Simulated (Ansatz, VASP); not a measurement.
# One calculation of Si4IrPd, two programs

The input INCAR:

```
SYSTEM = Si4IrPd
  PREC = Accurate
  ENCUT = 500
  EDIFF = 1E-7
  ISMEAR = 0
  SIGMA = 0.2
  LREAL = .False.
  LASPH = .True.
  NELM = 120
  ALGO = Normal
  ISIF = 3
  LWAVE = .False.
  LCHARG = .False.
  GGA = PE
  IBRION = 2
  NSW = 36
  EDIFFG = -0.08
  GGA_COMPAT = .False.
  NELMIN = 4
```

KPOINTS

```
Automatic mesh
0
Gamma
  4 4 3
  0 0 0
```

The input POSCAR:

```
Si4IrPd
1.0
    4.3067652100      0.0000000000      0.0000000000
   -2.1533826100      3.7297680800      0.0000000000
    0.0000000000      0.0000000000      5.9689625800
Si Pd Ir
4 1 1
Direct
    0.3333333300      0.6666666700      0.6859821700
    0.3333333300      0.6666666700      0.3140178300
    0.6666666700      0.3333333300      0.3140178300
    0.6666666700      0.3333333300      0.6859821700
    0.0000000000      0.0000000000      0.5000000000
    0.0000000000      0.0000000000      0.0000000000
```

Input for Ansatz:

```yaml
crystal:
  lattice:
    - [4.30676521, 0.0, 0.0]
    - [-2.15338261, 3.72976808, 0.0]
    - [0.0, 0.0, 5.96896258]
  atoms:
    - { symbol: Si, position: [0.33333333, 0.66666667, 0.68598217] }
    - { symbol: Si, position: [0.33333333, 0.66666667, 0.31401783] }
    - { symbol: Si, position: [0.66666667, 0.33333333, 0.31401783] }
    - { symbol: Si, position: [0.66666667, 0.33333333, 0.68598217] }
    - { symbol: Pd, position: [0.0, 0.0, 0.5] }
    - { symbol: Ir, position: [0.0, 0.0, 0.0] }
basis:
  ecutwfc: 420
kpoints:
  mp_grid: { grid: [4, 4, 3] }
hamiltonian:
  xc: pbe
scf:
  occupations: { method: gaussian, width: 0.2 }
  lower_state_search: "off"
output:
  forces: true
  stress: true
  eigenvalues: true
relax:
  adjacent_minimum: "off"
  f_tol: 0.08
  max_steps: 16
  cell: { stress_tol: 0.8 }
```

Alike in both runs: task relaxation of cell and atoms; functional PBE; k mesh 4 × 4 × 3; occupations gaussian, width 0.2 eV; no spin polarisation.

|  | VASP | Ansatz |
| --- | --- | --- |
| version | VASP 6.6.1 | Ansatz 0.2.0 |
| potentials or method | VASP PAW PBE potentials, release 64 (Si, Pd, Ir), cutoff 500 eV | scalar-relativistic, plane waves, PAW |
| valence electrons in the cell | 35 | 51 |

```tsv
	VASP	Ansatz	Ansatz less VASP
gap on the k mesh at the Fermi level, each at its own relaxed structure (eV)	none	none	-
relaxed volume (Å³/atom)	14.69	14.61	-0.085
relaxed cell length with the largest relative difference (Å)	5.562	5.502	-0.0597
```

A gap of «none» marks a metal or a gap that the smearing closes. VASP's potentials hold 35 valence electrons a cell and Ansatz's 51, so a difference there can come from the potentials and not from the codes.

The k mesh is coarse, so the values compare programs but aren't converged. Spin-orbit coupling is off throughout.
